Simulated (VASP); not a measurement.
# KF (P4/mmm) in VASP: a series of runs

Runs on KF. Level: LDA. Tasks: single point.

Everything below comes from runs of VASP 6.6.1. Logs are shortened: lines on timing, memory, paths and dates and some standing lists are left out, and cuts for length are marked.

## (1) The cell of the first run

It takes space group P4/mmm (No. 123, tetragonal). The conventional cell has a = 3.308 Å, b = 3.308 Å, c = 3.161 Å, α = 90.00°, β = 90.00°, γ = 90.00°. K (site symmetry 4/mmm) has 8 F at 2.82 Å and 6 K at 3.16 to 3.31 Å within 3.7 Å. Within 3.7 Å of F (site symmetry 4/mmm) lie 8 K at 2.82 Å and 6 F at 3.16 to 3.31 Å.

## (2) Single point, LDA (strain +0.015 along x and y, -0.030 along z)

Contents of INCAR:

```
SYSTEM = KF
PREC = Accurate
ENCUT = 520
EDIFF = 1E-7
ISMEAR = 0
SIGMA = 0.05
LREAL = .FALSE.
LASPH = .TRUE.
NELM = 80
ALGO = Normal
ISIF = 2
LWAVE = .FALSE.
LCHARG = .FALSE.
GGA = CA
NBANDS = 15
```

Contents of KPOINTS:

```
Automatic mesh
0
G
  8 8 8
  0 0 0
```

Contents of POSCAR:

```
KF
1.0
    3.3078393250      0.0000000000      0.0000000000
    0.0000000000      3.3078393250      0.0000000000
    0.0000000000      0.0000000000      3.1611863500
K F
1 1
Direct
    0.0000000000      0.0000000000      0.0000000000
    0.5000000000      0.5000000000      0.5000000000
```

Potentials or basis: VASP PAW LDA potentials, release 64 (K_sv, F).

On the command line:

```bash
$ cat potpaw_LDA.64/K_sv/POTCAR potpaw_LDA.64/F/POTCAR > POTCAR
$ mpirun -np 1 vasp_std > vasp.out
```

OUTCAR:

```text
SYSTEM = KF
   PREC = Accurate
   ENCUT = 520
   EDIFF = 1E-7
   ISMEAR = 0
   LREAL = .FALSE.
   LASPH = .TRUE.
   NELM = 80
   ISIF = 2
   GGA = CA

 ion  position               nearest neighbor table
   1  0.000  0.000  0.000-   2 2.82   2 2.82   2 2.82   2 2.82   2 2.82   2 2.82   2 2.82   2 2.82

   2  0.500  0.500  0.500-   1 2.82   1 2.82   1 2.82   1 2.82   1 2.82   1 2.82   1 2.82   1 2.82

  LATTYP: Found a simple tetragonal cell.
 ALAT       =     3.3078393250
 C/A-ratio  =     0.9556650246

  Lattice vectors:

 A1 = (   3.3078393250,   0.0000000000,   0.0000000000)
 A2 = (   0.0000000000,   3.3078393250,   0.0000000000)
 A3 = (   0.0000000000,   0.0000000000,   3.1611863500)

Analysis of symmetry for initial positions (statically):
=====================================================================
 Subroutine PRICEL returns:
 Original cell was already a primitive cell.

 Routine SETGRP: Setting up the symmetry group for a
 simple tetragonal supercell.

 Subroutine GETGRP returns: Found 16 space group operations
 (whereof 16 operations were pure point group operations)
 out of a pool of 16 trial point group operations.

The static configuration has the point symmetry D_4h.

Analysis of symmetry for dynamics (positions and initial velocities):
=====================================================================
 Subroutine PRICEL returns:
 Original cell was already a primitive cell.

 Routine SETGRP: Setting up the symmetry group for a
 simple tetragonal supercell.

 Subroutine GETGRP returns: Found 16 space group operations
 (whereof 16 operations were pure point group operations)
 out of a pool of 16 trial point group operations.

The dynamic configuration has the point symmetry D_4h.

 Subroutine INISYM returns: Found 16 space group operations
 (whereof 16 operations are pure point group operations),
 and found     1 'primitive' translations

----------------------------------------------------------------------------------------

                                     Primitive cell

  volume of cell :      34.5891

  direct lattice vectors                    reciprocal lattice vectors
     3.307839325  0.000000000  0.000000000     0.302312144  0.000000000  0.000000000
     0.000000000  3.307839325  0.000000000     0.000000000  0.302312144  0.000000000
     0.000000000  0.000000000  3.161186350     0.000000000  0.000000000  0.316336935

  length of vectors
     3.307839325  3.307839325  3.161186350     0.302312144  0.302312144  0.316336935

  position of ions in fractional coordinates (direct lattice)
     0.000000000  0.000000000  0.000000000
     0.500000000  0.500000000  0.500000000

  ion indices of the primitive-cell ions
   primitive index   ion index
                 1           1
                 2           2

----------------------------------------------------------------------------------------

 KPOINTS: Automatic mesh

Automatic generation of k-mesh.
 Grid dimensions read from file:
 generate k-points for:    8    8    8

 Generating k-lattice:

  Cartesian coordinates                     Fractional coordinates (reciprocal lattice)
     0.037789018  0.000000000  0.000000000     0.125000000  0.000000000  0.000000000
     0.000000000  0.037789018  0.000000000     0.000000000  0.125000000  0.000000000
     0.000000000  0.000000000  0.039542117     0.000000000  0.000000000  0.125000000

  Length of vectors
     0.037789018  0.037789018  0.039542117

  Shift w.r.t. Gamma in fractional coordinates (k-lattice)
     0.000000000  0.000000000  0.000000000

 Subroutine IBZKPT returns following result:
 ===========================================

 Found     75 irreducible k-points:

 Following reciprocal coordinates:
            Coordinates               Weight
  0.000000  0.000000  0.000000      1.000000
  0.125000  0.000000  0.000000      4.000000
  0.250000  0.000000  0.000000      4.000000
  0.375000  0.000000  0.000000      4.000000
  0.500000  0.000000  0.000000      2.000000
  0.125000  0.125000  0.000000      4.000000
[... 16 lines left out ...]
  0.375000  0.125000  0.125000     16.000000
  0.500000  0.125000  0.125000      8.000000
 [... further k-points ...]
   k-points           NKPTS =     75   k-points in BZ     NKDIM =     75   number of bands    NBANDS=     15
   number of dos      NEDOS =    301   number of ions     NIONS =      2
   total plane-waves  NPLWV =  18816
   dimension x,y,z NGX =    28 NGY =   28 NGZ =   24
   dimension x,y,z NGXF=    56 NGYF=   56 NGZF=   48
   ions per type =               1   1
   NGX,Y,Z   is equivalent  to a cutoff of  14.07, 14.07, 12.62 a.u.
   NGXF,Y,Z  is equivalent  to a cutoff of  28.14, 28.14, 25.24 a.u.
 SYSTEM =  KF
   PREC   = accura    normal or accurate (medium, high low for compatibility)
   ISTART =      0    job   : 0-new  1-cont  2-samecut
   ICHARG =      2    charge: 1-file 2-atom 10-const
   ISPIN  =      1    spin polarized calculation?
   LNONCOLLINEAR =      F non collinear calculations
   LSORBIT =      F    spin-orbit coupling
   LASPH  =      T    aspherical Exc in radial PAW
   ENCUT  =  520.0 eV  38.22 Ry    6.18 a.u.   6.15  6.15  5.88*2*pi/ulx,y,z
   NELM   =     80;   NELMIN=  2; NELMDL= -5     # of ELM steps
   EDIFF  = 0.1E-06   stopping-criterion for ELM
   LREAL  =      F    real-space projection
   EDIFFG = 0.1E-05   stopping-criterion for IOM
   NSW    =      0    number of steps for IOM
   IBRION =     -1    ionic relax: 0-MD 1-quasi-New 2-CG
   NFREE  =      0    steps in history (QN), initial steepest desc. (CG)
   ISIF   =      2    stress and relaxation
   ISYM   =      2    0-nonsym 1-usesym 2-fastsym
   POTIM  = 0.5000    time-step for ionic-motion
   TEBEG  =    0.0;   TEEND  =   0.0 temperature during run
   PSTRESS=    0.0 pullay stress
   NELECT =      16.0000    total number of electrons
   NUPDOWN=      -1.0000    fix difference up-down
   EMIN   =  10.00;   EMAX   =-10.00  energy-range for DOS
   EFERMI =   0.00;   METHOD = LEGACY
   ISMEAR =     0;   SIGMA  =   0.05  broadening in eV -4-tet -1-fermi 0-gaus
   EFERMI_NEDOS =   21; number of points for ismear=-14 and -15
   IALGO  =     38    algorithm
   IMIX   =      4    mixing-type and parameters
     AMIX     =   0.40;   BMIX     =  1.00
     AMIX_MAG =   1.60;   BMIX_MAG =  1.00
  volume/ion in A,a.u.               =      17.29       116.71
  Fermi-wavevector in a.u.,A,eV,Ry     =   1.266101  2.392585 21.810316  1.603013
  Thomas-Fermi vector in A             =   2.399320
   LORBIT       =      0    0 simple, 1 ext, 2 COOP (PROOUT), +10 PAW based schemes
   GGA     = CA    functional components
   LHFCALC =     F    Hartree Fock is set to
   AEXX    =    0.0000 exact exchange contribution
   IVDW    =     0    specifies the selected vdW correction
   LEPSILON=     F    determine dielectric tensor
   LRPA    =     F    only Hartree local field effects (RPA)
 non-spin polarized calculation
 Gauss-broadening in eV      SIGMA  =   0.05
  energy-cutoff  :      520.00
  volume of cell :       34.59
 maximum number of plane-waves:       952
 NGX is ok and might be reduce to    28
   NGX = 13   NGY = 13   NGZ = 11

 number of electron      16.0000005 magnetization

 Free energy of the ion-electron system (eV)
  ---------------------------------------------------
  ext. energy  EPLUGINS =         0.00000000
  ---------------------------------------------------
  free energy    TOTEN  =        -8.85732794 eV

  energy without entropy =       -8.85732794  energy(sigma->0) =       -8.85732794

 E-fermi :  -2.0140     XC(G=0):  -9.7291

 val. band max:       -2.3460635246   @ k =   0.5000   0.5000   0.0000
 cond. band min:       3.4511645063   @ k =   0.0000   0.0000   0.0000
 fundamental gap:      5.7972280309
 Fermi energy:        -2.0140384939

 k-point     1 :       0.0000    0.0000    0.0000
  band No.  band energies     occupation
      1     -28.9836      2.00000
      2     -20.9186      2.00000
      3     -12.2641      2.00000
      4     -12.2641      2.00000
      5     -12.1379      2.00000
      6      -2.5531      2.00000
      7      -2.5531      2.00000
      8      -2.3908      2.00000
      9       3.4512      0.00000
     10       5.5485      0.00000
     11       5.6721      0.00000
     12      11.1669      0.00000
     13      11.5056      0.00000
     14      11.5056      0.00000
     15      17.7203      0.00000

 k-point     2 :       0.1250    0.0000    0.0000
  band No.  band energies     occupation
      1     -28.9664      2.00000
      2     -20.9247      2.00000
      3     -12.3605      2.00000
      4     -12.2479      2.00000
      5     -12.1238      2.00000
      6      -2.7598      2.00000
      7      -2.5738      2.00000
      8      -2.4044      2.00000
      9       3.8605      0.00000
     10       5.7465      0.00000
     11       5.9276      0.00000
     12      10.9291      0.00000
     13      11.2617      0.00000
     14      11.5497      0.00000
     15      16.7524      0.00000

 k-point     3 :       0.2500    0.0000    0.0000
  band No.  band energies     occupation
      1     -28.9243      2.00000
      2     -20.9403      2.00000
      3     -12.5827      2.00000
      4     -12.2084      2.00000
      5     -12.0893      2.00000
      6      -3.2008      2.00000
      7      -2.6251      2.00000
      8      -2.4382      2.00000
      9       4.8633      0.00000
     10       6.0655      0.00000
     11       6.7685      0.00000
     12      10.4417      0.00000
     13      10.7568      0.00000
     14      11.6594      0.00000
     15      15.3314      0.00000
[... 343 lines left out ...]
 k-point    23 :       0.3750    0.1250    0.1250
  band No.  band energies     occupation
      1     -28.8452      2.00000
      2     -20.9252      2.00000
      3     -12.8076      2.00000
      4     -12.2813      2.00000
      5     -12.2171      2.00000
      6      -3.4271      2.00000
      7      -2.7552      2.00000
      8      -2.5657      2.00000
      9       6.3301      0.00000
     10       6.9100      0.00000
     11       7.6609      0.00000
     12       9.5215      0.00000
     13      10.2028      0.00000
     14      10.7899      0.00000
     15      14.5543      0.00000

 k-point    24 :       0.5000    0.1250    0.1250
  band No.  band energies     occupation
      1     -28.8282      2.00000
      2     -20.9266      2.00000
      3     -12.8971      2.00000
      4     -12.2757      2.00000
      5     -12.2035      2.00000
      6      -3.5404      2.00000
      7      -2.7742      2.00000
      8      -2.5572      2.00000
      9       6.9070      0.00000
     10       7.0774      0.00000
     11       7.4828      0.00000
     12       9.3270      0.00000
     13      10.6890      0.00000
     14      10.7787      0.00000
     15      13.8336      0.00000

 [... further k-points ...]
[... 5 lines left out ...]
  --------------------------------------------------------------------------------------
  -------------------------------------------------------------------------------------
  Total       -1.4899727     -1.4899727     -0.6833320      0.0000000      0.0000000      0.0000000
  in kB      -69.0160328    -69.0160328    -31.6521641      0.0000000      0.0000000      0.0000000
  external PRESSURE =     -56.5614099 kB  Pullay stress =       0.0000000 kB

 VOLUME and BASIS-vectors are now :
 -----------------------------------------------------------------------------
  energy-cutoff  :      520.00
  volume of cell :       34.59
      direct lattice vectors                 reciprocal lattice vectors
     3.307839325  0.000000000  0.000000000     0.302312144  0.000000000  0.000000000
     0.000000000  3.307839325  0.000000000     0.000000000  0.302312144  0.000000000
     0.000000000  0.000000000  3.161186350     0.000000000  0.000000000  0.316336935

 POSITION                                       TOTAL-FORCE (eV/Angst)
 -----------------------------------------------------------------------------------
      0.00000      0.00000      0.00000         0.000000      0.000000      0.000000
      1.65392      1.65392      1.58059         0.000000      0.000000      0.000000
 -----------------------------------------------------------------------------------
    total drift:                                0.000000      0.000000      0.000000

  FREE ENERGIE OF THE ION-ELECTRON SYSTEM (eV)
  ---------------------------------------------------
  free  energy   TOTEN  =        -8.8573279436 eV

  energy  without entropy=       -8.8573279436  energy(sigma->0) =       -8.85732794
```

Run time: 39 s. Hardware: 1 thread of Intel Xeon Platinum 8259CL at 2.50GHz (Skylake/Cascade Lake), shared host; peak memory 0.16 GiB.

What came out:

```yaml
Free_energy: -8.8573 eV
Pressure: -5.7 GPa
Band_gap_on_the_k_mesh: 5.80 eV, indirect (least direct gap 5.84 eV)
```

Caveat: the cell differs from its parent crystal (strain +0.015 along x and y, -0.030 along z). A k mesh can miss the band edges.

## (3) Single point, LDA (strain +0.000 along x and y, +0.015 along z)

Contents of INCAR:

```
PREC = Accurate
ENCUT = 520
EDIFF = 1E-6
ISMEAR = 0
SIGMA = 0.05
LREAL = False
LASPH = True
NELM = 100
ALGO = Normal
ISIF = 2
LWAVE = False
LCHARG = False
GGA = CA
NBANDS = 15
```

Contents of KPOINTS:

```
regular mesh
0
Gamma
  8 8 8
```

Contents of POSCAR:

```
KF
1.0
    3.2589550000      0.0000000000      0.0000000000
    0.0000000000      3.2589550000      0.0000000000
    0.0000000000      0.0000000000      3.3078393250
K F
1 1
Direct
    0.0000000000      0.0000000000      0.0000000000
    0.5000000000      0.5000000000      0.5000000000
```

Potentials or basis: VASP PAW LDA potentials, release 64 (K_sv, F).

On the command line:

```bash
$ cat potpaw_LDA.64/K_sv/POTCAR potpaw_LDA.64/F/POTCAR > POTCAR
$ mpirun -np 1 vasp_std > vasp.out
```

Run time: 30 s. Hardware: 1 thread of Intel Xeon Platinum 8259CL at 2.50GHz (Skylake/Cascade Lake), shared host; peak memory 0.15 GiB.

The run converged. Its results:

| Property | Result |
| --- | --- |
| Free energy | -8.8492 eV |
| Pressure | -6.0 GPa |
| Band gap on the k mesh | 5.79 eV, indirect (least direct gap 5.85 eV) |

Stress tensor (GPa, compression positive):
```
-5.57  0.00  0.00
 0.00 -5.57  0.00
 0.00  0.00 -6.79
```

Levels at points of the mesh, in eV from the valence-band top:
| k point | band 6 | band 7 | band 8 | band 9 | band 10 | band 11 |
| --- | --- | --- | --- | --- | --- | --- |
| (0.00, 0.00, 0.00) | -0.10 | -0.05 | -0.05 | 5.79 | 8.02 | 8.06 |
| (0.50, 0.00, 0.00) | -1.28 | -0.22 | -0.15 | 9.00 | 9.11 | 10.41 |
| (0.50, 0.50, 0.00) | -0.64 | -0.64 | -0.05 | 8.11 | 8.71 | 11.59 |
| (0.00, 0.00, 0.50) | -1.27 | -0.17 | -0.17 | 8.90 | 9.03 | 10.34 |
| (0.50, 0.00, 0.50) | -0.65 | -0.63 | 0.00 | 8.24 | 8.63 | 11.70 |
| (0.50, 0.50, 0.50) | -1.07 | -1.07 | -1.06 | 10.08 | 10.24 | 10.24 |

Caveat: the cell differs from its parent crystal (strain +0.000 along x and y, +0.015 along z). A k mesh can miss the band edges.
